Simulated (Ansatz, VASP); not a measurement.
**Two plane-wave programs on Fe**

```
Fe
1.0
    -1.44550    1.44550    1.44550
     1.44550   -1.44550    1.44550
     1.44550    1.44550   -1.44550
Fe
1
Direct
  0.00000 0.00000 0.00000
```

Change from the starting cell: parallel moments scaled by 0.1, free total moment.

Alike in both runs: task single point; functional PBEsol; k mesh 12 × 12 × 12; occupations fermi-dirac, width 0.1 eV; collinear spin; Hubbard terms Fe d U = 5.3 eV.

```csv
,VASP,Ansatz
version,VASP 6.6.1,Ansatz 0.2.0
potentials or method,"VASP PAW PBE potentials, release 64 (Fe_sv), cutoff 690 eV","PAW, plane waves, scalar-relativistic"
valence electrons in the cell,16,16
```

Ansatz gave:

* pressure (GPa): 5.2
* net moment per atom (μB): 2.82
* size of the moment on the site where the two differ most (μB): 2.90

What did VASP give for the same quantities?

Pressure (GPa): 8.5; net moment per atom (μB): 3.02; size of the moment on the site where the two differ most (μB): 3.21.

The net moments are unlike, so the other rows may belong to different states. VASP's potentials were made for PBE, not for PBEsol. Site moments also hang on the region over which each program counts them. The programs project onto different local orbitals, so the same U acts differently, and such runs can settle in different states. Ansatz's warnings: filled band counts differ across k points.
